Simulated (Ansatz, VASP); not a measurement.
**One calculation of In, two programs**

```
CELL_PARAMETERS angstrom
1.55617 0.89845 8.38836
-1.55617 0.89845 8.38836
0.00000 -1.79691 8.38836
ATOMIC_POSITIONS crystal
In 0.00000 0.00000 0.00000
In 0.78100 0.78100 0.78100
In 0.21900 0.21900 0.21900
```

Alike in both runs: task single point; functional PBE; k mesh 15 × 15 × 15; occupations gaussian, width 0.1 eV; no spin polarisation.

|  | VASP | Ansatz |
| --- | --- | --- |
| version | VASP 6.6.1 | Ansatz 0.2.0 |
| potentials or method | VASP PAW PBE potentials, release 64 (In_d), cutoff 520 eV | scalar-relativistic, plane waves, PAW |
| valence electrons in the cell | 39 | 39 |

|  | VASP | Ansatz | Ansatz less VASP |
| --- | --- | --- | --- |
| gap on the k mesh at the Fermi level (eV) | none | none | - |
| pressure (GPa) | 9.2 | 9.2 | +0.03 |
| traceless stress, the component that is largest in VASP (GPa) | -2.98 | -2.98 | +0.001 |
| rms of the force components (eV/Å) | 0.203 | 0.203 | -0.0002 |

Atom by atom the forces differ by 0.000 eV/Å (rms over components). A gap of «none» marks a metal or a gap that the smearing closes.
